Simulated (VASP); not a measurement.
# CdSe: single point with r2SCAN

CdSe:

```
Cd Se
1.0
     0.00000    3.06780    3.06780
     3.06780    0.00000    3.06780
     3.06780    3.06780    0.00000
Cd Se
1 1
Direct
  0.00000 0.00000 0.00000
  0.75000 0.75000 0.75000
```

```json
{
  "Program": "VASP 6.6.1",
  "Task": "single point",
  "Functional": "r2SCAN",
  "Potentials or basis": "VASP PAW PBE potentials, release 64 (Cd, Se)",
  "Cutoff": "520 eV",
  "k mesh": "6 × 6 × 6",
  "Occupations": "gaussian, width 0.01 eV",
  "Spin": "no spin polarisation"
}
```

```yaml
Pressure: 0.2 GPa
Band_gap_on_the_k_mesh: 1.03 eV, direct
```

Levels at points of the mesh, in eV from the valence-band top:
```tsv
k point	band 6	band 7	band 8	band 9	band 10	band 11	band 12	band 13
(0.00, 0.00, 0.00)	-7.71	0.00	0.00	0.00	1.03	6.47	6.47	6.47
(0.50, 0.00, 0.00)	-7.43	-4.27	-0.72	-0.72	2.82	6.92	6.92	7.74
(0.50, 0.50, 0.00)	-7.36	-3.97	-1.80	-1.80	3.50	4.13	9.56	10.80
```

It took 39 s on 1 thread of Intel(R) Xeon(R) 6975P-C (Granite Rapids), on a shared host, peak memory 0.19 GiB.

Caveat: the PAW data sets were made with another functional, which shifts forces and pressure a little. r2SCAN opens gaps a little over a GGA but as a rule still falls short of measured ones.
